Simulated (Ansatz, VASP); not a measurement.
**Two plane-wave programs on BP**

INCAR

```
ALGO = Normal
EDIFF = 1E-6
ENCUT = 500
GGA = PE
GGA_COMPAT = False
ISIF = 2
ISMEAR = 0
LASPH = True
LCHARG = True
LELF = True
LREAL = False
LVHAR = True
LWAVE = False
NBANDS = 11
NELM = 120
PREC = Accurate
SIGMA = 0.02
```

The input KPOINTS:

```
k-points
0
Gamma
  10 10 10
```

POSCAR

```
BP
1.0
    0.0000000000      2.2600000000      2.2600000000
    2.2600000000      0.0000000000      2.2600000000
    2.2600000000      2.2600000000      0.0000000000
B P
1 1
Direct
    0.0000000000      0.0000000000      0.0000000000
    0.2500000000      0.2500000000      0.2500000000
```

Input for Ansatz:

```yaml
crystal:
  lattice:
    - [0.0, 2.26, 2.26]
    - [2.26, 0.0, 2.26]
    - [2.26, 2.26, 0.0]
  atoms:
    - { symbol: B, position: [0.0, 0.0, 0.0] }
    - { symbol: P, position: [0.25, 0.25, 0.25] }
basis:
  ecutwfc: 420
kpoints:
  mp_grid: { grid: [10, 10, 10] }
hamiltonian:
  xc: pbe
  pseudopotentials: { kind: paw, azcp: { folder: soft_1 } }
scf:
  occupations: { method: gaussian, width: 0.02 }
output:
  forces: true
  stress: true
  eigenvalues: true
```

Alike in both runs: task single point; functional PBE; k mesh 10 × 10 × 10; occupations gaussian, width 0.02 eV; no spin polarisation.

|  | VASP | Ansatz |
| --- | --- | --- |
| version | VASP 6.6.1 | Ansatz 0.2.0 |
| potentials or method | VASP PAW PBE potentials, release 64 (B, P), cutoff 500 eV | scalar-relativistic, plane waves, PAW |
| valence electrons in the cell | 8 | 8 |

Ansatz gave:

```
gap on the k mesh at the Fermi level (eV) : 1.23
least direct gap on the mesh (eV)         : 3.42
pressure (GPa)                            : 3.1
```

What did VASP give for the same quantities?

gap on the k mesh at the Fermi level (eV): 1.22; least direct gap on the mesh (eV): 3.42; pressure (GPa): 2.9.
